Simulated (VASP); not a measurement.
# Cd2Se5 (I4/m) in VASP: a series of runs

Cd2Se5 is run at these levels: PBE; tasks: single point.

Program: VASP 6.6.1. These are calculated values, not measurements. Logs are shortened: lines on timing, memory, paths and dates and some standing lists are left out, and cuts for length are marked.

## (1) The cell of the first run

It takes space group I4/m (No. 87, tetragonal). The conventional cell has a = 7.417 Å, b = 7.417 Å, c = 7.038 Å, α = 90.00°, β = 90.00°, γ = 90.00°. Within 3.6 Å of Cd (site symmetry -4) lie 4 Se at 2.71 Å and 2 Cd at 3.52 Å. Se (site symmetry m) has 1 Se at 2.60 Å and 2 Cd at 2.71 Å within 3.4 Å. Se (site symmetry 4/m) has 4 Se at 2.60 Å within 3.4 Å.

## (2) Single point, PBE

INCAR

```
ALGO = Normal
EDIFF = 1E-6
ENCUT = 520
GGA = PE
ISIF = 2
ISMEAR = 0
LASPH = T
LCHARG = F
LREAL = F
LWAVE = F
NBANDS = 36
NELM = 60
PREC = Accurate
SIGMA = 0.2
```

KPOINTS

```
k-points
0
Gamma
  4 4 4
```

POSCAR

```
Cd2Se5
1.0
   -3.7085020486      3.7085020486      3.5189853762
    3.7085020486     -3.7085020486      3.5189853762
    3.7085020486      3.7085020486     -3.5189853762
Cd Se
2 5
Direct
    0.7500000000      0.2500000000      0.5000000000
    0.2500000000      0.7500000000      0.5000000000
    0.7050200519      0.1886042684      0.8936243203
    0.8113957316      0.7050200519      0.5164157835
    0.1886042684      0.2949799481      0.4835842165
    0.2949799481      0.8113957316      0.1063756797
    0.0000000000      0.0000000000      0.0000000000
```

Potentials or basis: VASP PAW PBE potentials, release 64 (Cd, Se).

Launch:

```bash
> cat potpaw_PBE.64/Cd/POTCAR potpaw_PBE.64/Se/POTCAR > POTCAR
> mpirun -np 1 vasp_std > vasp.out
```

OUTCAR:

```text
EDIFF = 1E-6
   ENCUT = 520
   GGA = PE
   ISIF = 2
   ISMEAR = 0
   LASPH = T
   LREAL = F
   NELM = 60
   PREC = Accurate

 ion  position               nearest neighbor table
   1  0.750  0.250  0.500-   3 2.71   4 2.71   5 2.71   6 2.71   2 3.52   2 3.52
   2  0.250  0.750  0.500-   3 2.71   4 2.71   5 2.71   6 2.71   1 3.52   1 3.52
   3  0.705  0.189  0.894-   7 2.60   2 2.71   1 2.71
   4  0.811  0.705  0.516-   7 2.60   2 2.71   1 2.71
   5  0.189  0.295  0.484-   7 2.60   2 2.71   1 2.71
   6  0.295  0.811  0.106-   7 2.60   2 2.71   1 2.71
   7  0.000  0.000  0.000-   3 2.60   6 2.60   5 2.60   4 2.60

  LATTYP: Found a body centered tetragonal cell.
 ALAT       =     7.4170040972
 C/A-ratio  =     0.9488967055

  Lattice vectors:

 A1 = (  -3.7085020486,   3.7085020486,   3.5189853762)
 A2 = (   3.7085020486,  -3.7085020486,   3.5189853762)
 A3 = (   3.7085020486,   3.7085020486,  -3.5189853762)

Analysis of symmetry for initial positions (statically):
=====================================================================
 Subroutine PRICEL returns:
 Original cell was already a primitive cell.

 Routine SETGRP: Setting up the symmetry group for a
 body centered tetragonal supercell.

 Subroutine GETGRP returns: Found  8 space group operations
 (whereof  8 operations were pure point group operations)
 out of a pool of 16 trial point group operations.

The static configuration has the point symmetry C_4h.

Analysis of symmetry for dynamics (positions and initial velocities):
=====================================================================
 Subroutine PRICEL returns:
 Original cell was already a primitive cell.

 Routine SETGRP: Setting up the symmetry group for a
 body centered tetragonal supercell.

 Subroutine GETGRP returns: Found  8 space group operations
 (whereof  8 operations were pure point group operations)
 out of a pool of 16 trial point group operations.

The dynamic configuration has the point symmetry C_4h.

 Subroutine INISYM returns: Found  8 space group operations
 (whereof  8 operations are pure point group operations),
 and found     1 'primitive' translations

----------------------------------------------------------------------------------------

                                     Primitive cell

  volume of cell :     193.5862

  direct lattice vectors                    reciprocal lattice vectors
    -3.708502049  3.708502049  3.518985376     0.000000000  0.134825327  0.142086410
     3.708502049 -3.708502049  3.518985376     0.134825327  0.000000000  0.142086410
     3.708502049  3.708502049 -3.518985376     0.134825327  0.134825327  0.000000000

  length of vectors
     6.315792347  6.315792347  6.315792347     0.195873471  0.195873471  0.190671805

  position of ions in fractional coordinates (direct lattice)
     0.750000000  0.250000000  0.500000000
     0.250000000  0.750000000  0.500000000
     0.705020052  0.188604268  0.893624320
     0.811395732  0.705020052  0.516415784
     0.188604268  0.294979948  0.483584216
     0.294979948  0.811395732  0.106375680
     0.000000000  0.000000000  0.000000000

  ion indices of the primitive-cell ions
   primitive index   ion index
                 1           1
                 2           2
                 3           3
                 4           4
                 5           5
                 6           6
                 7           7

----------------------------------------------------------------------------------------

 KPOINTS: k-points

Automatic generation of k-mesh.
 Grid dimensions read from file:
 generate k-points for:    4    4    4

 Generating k-lattice:

  Cartesian coordinates                     Fractional coordinates (reciprocal lattice)
     0.000000000  0.033706332  0.035521603     0.250000000 -0.000000000  0.000000000
     0.033706332  0.000000000  0.035521603    -0.000000000  0.250000000  0.000000000
     0.033706332  0.033706332  0.000000000     0.000000000  0.000000000  0.250000000

  Length of vectors
     0.048968368  0.048968368  0.047667951

  Shift w.r.t. Gamma in fractional coordinates (k-lattice)
     0.000000000  0.000000000  0.000000000

 Subroutine IBZKPT returns following result:
 ===========================================

 Found     14 irreducible k-points:

 Following reciprocal coordinates:
            Coordinates               Weight
  0.000000  0.000000  0.000000      1.000000
  0.250000  0.000000  0.000000      8.000000
  0.500000  0.000000  0.000000      4.000000
  0.250000  0.250000  0.000000      8.000000
  0.500000  0.250000  0.000000      8.000000
 -0.250000  0.500000  0.000000      8.000000
 -0.250000  0.250000  0.000000      4.000000
  0.500000  0.500000  0.000000      2.000000
  0.250000  0.250000  0.250000      2.000000
 -0.250000  0.250000  0.250000      4.000000
  0.500000  0.500000  0.250000      4.000000
 -0.250000  0.500000  0.250000      8.000000
 -0.250000 -0.250000  0.250000      2.000000
  0.500000  0.500000  0.500000      1.000000
   k-points           NKPTS =     14   k-points in BZ     NKDIM =     14   number of bands    NBANDS=     36
   number of dos      NEDOS =    301   number of ions     NIONS =      7
   total plane-waves  NPLWV = 110592
   dimension x,y,z NGX =    48 NGY =   48 NGZ =   48
   dimension x,y,z NGXF=    96 NGYF=   96 NGZF=   96
   ions per type =               2   5
   NGX,Y,Z   is equivalent  to a cutoff of  12.63, 12.63, 12.63 a.u.
   NGXF,Y,Z  is equivalent  to a cutoff of  25.27, 25.27, 25.27 a.u.
 SYSTEM =  unknown system
   PREC   = accura    normal or accurate (medium, high low for compatibility)
   ISTART =      0    job   : 0-new  1-cont  2-samecut
   ICHARG =      2    charge: 1-file 2-atom 10-const
   ISPIN  =      1    spin polarized calculation?
   LNONCOLLINEAR =      F non collinear calculations
   LSORBIT =      F    spin-orbit coupling
   LASPH  =      T    aspherical Exc in radial PAW
   ENCUT  =  520.0 eV  38.22 Ry    6.18 a.u.  11.74 11.74 11.74*2*pi/ulx,y,z
   NELM   =     60;   NELMIN=  2; NELMDL= -5     # of ELM steps
   EDIFF  = 0.1E-05   stopping-criterion for ELM
   LREAL  =      F    real-space projection
   EDIFFG = 0.1E-04   stopping-criterion for IOM
   NSW    =      0    number of steps for IOM
   IBRION =     -1    ionic relax: 0-MD 1-quasi-New 2-CG
   NFREE  =      0    steps in history (QN), initial steepest desc. (CG)
   ISIF   =      2    stress and relaxation
   ISYM   =      2    0-nonsym 1-usesym 2-fastsym
   POTIM  = 0.5000    time-step for ionic-motion
   TEBEG  =    0.0;   TEEND  =   0.0 temperature during run
   PSTRESS=    0.0 pullay stress
   NELECT =      54.0000    total number of electrons
   NUPDOWN=      -1.0000    fix difference up-down
   EMIN   =  10.00;   EMAX   =-10.00  energy-range for DOS
   EFERMI =   0.00;   METHOD = LEGACY
   ISMEAR =     0;   SIGMA  =   0.20  broadening in eV -4-tet -1-fermi 0-gaus
   EFERMI_NEDOS =   21; number of points for ismear=-14 and -15
   IALGO  =     38    algorithm
   IMIX   =      4    mixing-type and parameters
     AMIX     =   0.40;   BMIX     =  1.00
     AMIX_MAG =   1.60;   BMIX_MAG =  1.00
  volume/ion in A,a.u.               =      27.66       186.63
  Fermi-wavevector in a.u.,A,eV,Ry     =   1.069665  2.021374 15.567567  1.144184
  Thomas-Fermi vector in A             =   2.205352
   LORBIT       =      0    0 simple, 1 ext, 2 COOP (PROOUT), +10 PAW based schemes
   GGA     = PE    functional components
   LHFCALC =     F    Hartree Fock is set to
   AEXX    =    0.0000 exact exchange contribution
   IVDW    =     0    specifies the selected vdW correction
   LEPSILON=     F    determine dielectric tensor
   LRPA    =     F    only Hartree local field effects (RPA)
 non-spin polarized calculation
 Gauss-broadening in eV      SIGMA  =   0.20
  energy-cutoff  :      520.00
  volume of cell :      193.59
 maximum number of plane-waves:      5250
 NGX is ok and might be reduce to    48
   NGX = 23   NGY = 23   NGZ = 23

 number of electron      54.0000004 magnetization

 Free energy of the ion-electron system (eV)
  ---------------------------------------------------
  ext. energy  EPLUGINS =         0.00000000
  ---------------------------------------------------
  free energy    TOTEN  =       -19.50867070 eV

  energy without entropy =      -19.36997588  energy(sigma->0) =      -19.43932329

 E-fermi :   1.3133     XC(G=0):  -8.9660

 val. band max:        1.3116715836   @ k =   0.5000   0.2500   0.0000
 cond. band min:       1.3589781994   @ k =   0.2500   0.2500   0.0000
 fundamental gap:      0.0473066158
 Fermi energy:         1.3132620954

 k-point     1 :       0.0000    0.0000    0.0000
  band No.  band energies     occupation
      1     -12.8162      2.00000
      2     -10.5937      2.00000
      3     -10.5937      2.00000
      4     -10.4742      2.00000
      5      -9.6880      2.00000
      6      -6.4563      2.00000
[... 28 lines left out ...]
     35       8.9418      0.00000
     36       8.9612      0.00000

 k-point     2 :       0.2500    0.0000    0.0000
  band No.  band energies     occupation
      1     -12.7435      2.00000
      2     -10.7651      2.00000
      3     -10.6440      2.00000
      4     -10.4473      2.00000
      5      -9.5443      2.00000
      6      -6.4005      2.00000
[... 28 lines left out ...]
     35       7.8874      0.00000
     36       8.4912      0.00000

 k-point     3 :       0.5000    0.0000    0.0000
  band No.  band energies     occupation
      1     -12.6625      2.00000
      2     -10.9185      2.00000
      3     -10.6815      2.00000
      4     -10.4343      2.00000
      5      -9.4256      2.00000
      6      -6.3542      2.00000
[... 28 lines left out ...]
     35       7.2852      0.00000
     36       7.7706      0.00000
[... 352 lines left out ...]
 k-point    13 :      -0.2500   -0.2500    0.2500
  band No.  band energies     occupation
      1     -12.7005      2.00000
      2     -10.7435      2.00000
      3     -10.7435      2.00000
      4     -10.3727      2.00000
      5      -9.5684      2.00000
      6      -6.3566      2.00000
[... 28 lines left out ...]
     35       8.1623      0.00000
     36       8.2235      0.00000

 k-point    14 :       0.5000    0.5000    0.5000
  band No.  band energies     occupation
      1     -12.5867      2.00000
      2     -10.8857      2.00000
      3     -10.8857      2.00000
      4     -10.2749      2.00000
      5      -9.4117      2.00000
      6      -6.4529      2.00000
[... 28 lines left out ...]
     35       6.3443      0.00000
     36       6.7475      0.00000

------------------------ aborting loop because EDIFF is reached ----------------------------------------

  FORCE on cell =-STRESS in cart. coord.  units (eV):
  Direction    XX          YY          ZZ          XY          YZ          ZX
  --------------------------------------------------------------------------------------
  -------------------------------------------------------------------------------------
  Total        0.1234965      0.1234965      0.5621005      0.0000001     -0.0000000      0.0000000
  in kB        1.0220938      1.0220938      4.6521109      0.0000009     -0.0000000      0.0000000
  external PRESSURE =       2.2320995 kB  Pullay stress =       0.0000000 kB

 VOLUME and BASIS-vectors are now :
 -----------------------------------------------------------------------------
  energy-cutoff  :      520.00
  volume of cell :      193.59
      direct lattice vectors                 reciprocal lattice vectors
    -3.708502049  3.708502049  3.518985376     0.000000000  0.134825327  0.142086410
     3.708502049 -3.708502049  3.518985376     0.134825327  0.000000000  0.142086410
     3.708502049  3.708502049 -3.518985376     0.134825327  0.134825327  0.000000000

 POSITION                                       TOTAL-FORCE (eV/Angst)
 -----------------------------------------------------------------------------------
     -0.00000      3.70850      1.75949         0.000000      0.000000     -0.000000
      3.70850     -0.00000      1.75949        -0.000000      0.000000      0.000000
      1.39888      5.22914      0.00000         0.015040     -0.000705     -0.000000
      1.52063      2.30962      3.51899        -0.000705     -0.015040     -0.000000
      2.18787      1.39888     -0.00000         0.000705      0.015040     -0.000000
      2.30962     -1.52063      3.51899        -0.015040      0.000705     -0.000000
      0.00000      0.00000      0.00000         0.000000      0.000000     -0.000000
 -----------------------------------------------------------------------------------
    total drift:                                0.000000      0.000000     -0.000000

  FREE ENERGIE OF THE ION-ELECTRON SYSTEM (eV)
  ---------------------------------------------------
  free  energy   TOTEN  =       -19.5086706967 eV

  energy  without entropy=      -19.3699758800  energy(sigma->0) =      -19.43932329
```

It took 2.8 min on 1 thread of AMD EPYC 7R43 (Zen 3), shared host; peak memory 0.33 GiB.

What came out:

- Free energy: -19.5087 eV
- Pressure: 0.2 GPa
- Largest force: 0.015 eV/Å
- Band gap on the k mesh: zero (band 27 reaches 1.58 eV, above the bottom of band 28 at 1.04 eV)

Forces on the atoms (eV/Å):
```
Cd   0.000  0.000  0.000
Cd   0.000  0.000  0.000
Se   0.015 -0.001  0.000
Se  -0.001 -0.015  0.000
Se   0.001  0.015  0.000
Se  -0.015  0.001  0.000
Se   0.000  0.000  0.000
```

Stress tensor (GPa, compression positive):
```
0.10 0.00 0.00
0.00 0.10 0.00
0.00 0.00 0.47
```

Levels at points of the mesh, in eV from the Fermi level:
```csv
k point,band 23,band 24,band 25,band 26,band 27,band 28,band 29,band 30,band 31,band 32
"(0.00, 0.00, 0.00)",-2.02,-0.87,-0.87,-0.67,-0.22,0.49,2.39,2.93,2.93,3.35
"(0.50, 0.00, 0.00)",-0.92,-0.65,-0.50,-0.37,-0.36,-0.16,2.59,3.28,3.46,3.71
"(0.50, 0.50, 0.00)",-1.22,-0.91,-0.49,-0.35,0.27,0.32,2.84,3.05,3.46,4.37
"(0.50, 0.50, 0.50)",-0.67,-0.38,-0.24,-0.24,-0.24,-0.24,2.61,2.61,4.40,4.65
```

(Part 1 of 2 ends here.)
